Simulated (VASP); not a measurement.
Set up this calculation in VASP 6.6.1, as the native input.

```yaml
Task: single point
Functional: PBE
Potentials_or_basis: VASP PAW PBE potentials, release 64 (S)
Cutoff: 520 eV
k_mesh: 16 × 16 × 16
Occupations: fermi-dirac, width 0.1 eV
Spin: no spin polarisation
Dipole_correction: no
Further_INCAR_settings: ALGO = Normal; EDIFF = 1e-06; NBANDS = 9
```

The structure of S lies in POSCAR:

```
S
1.0
   -1.3174430160      1.3174430160      1.3174430160
    1.3174430160     -1.3174430160      1.3174430160
    1.3174430160      1.3174430160     -1.3174430160
S
1
Direct
    0.0000000000      0.0000000000      0.0000000000
```

This isn't the form of S at room conditions, which is orthorhombic, of S8 rings.

The input as run:

INCAR

```
ALGO     = Normal         # electronic algorithm
EDIFF    = 1E-6           # SCF threshold, eV
ENCUT    = 520            # plane-wave cutoff, eV
GGA      = PE             # functional
ISIF     = 2              # what is computed and relaxed
ISMEAR   = -1             # smearing method
LASPH    = T              # aspherical terms in the spheres
LCHARG   = F              # write CHGCAR
LREAL    = F              # projectors in reciprocal space
LWAVE    = F              # write WAVECAR
NBANDS   = 9              # bands
NELM     = 80             # most SCF steps
PREC     = Accurate       # precision mode
SIGMA    = 0.1            # smearing width, eV
```

KPOINTS

```
k-points
0
Gamma
  16 16 16
```

Potentials or basis: VASP PAW PBE potentials, release 64 (S).

Command:

```console
$ cat potpaw_PBE.64/S/POTCAR > POTCAR
$ mpirun -np 1 vasp_std > vasp.out
```

It gave:

```
Pressure               : 132.8 GPa
Band gap on the k mesh : zero (bands 3 and 4 overlap by 16.00 eV)
```

Caveat: the cell stands under pressure.

Wall time 17 s on 1 thread of Intel Xeon 8259CL, on a shared host, peak memory 0.12 GiB.
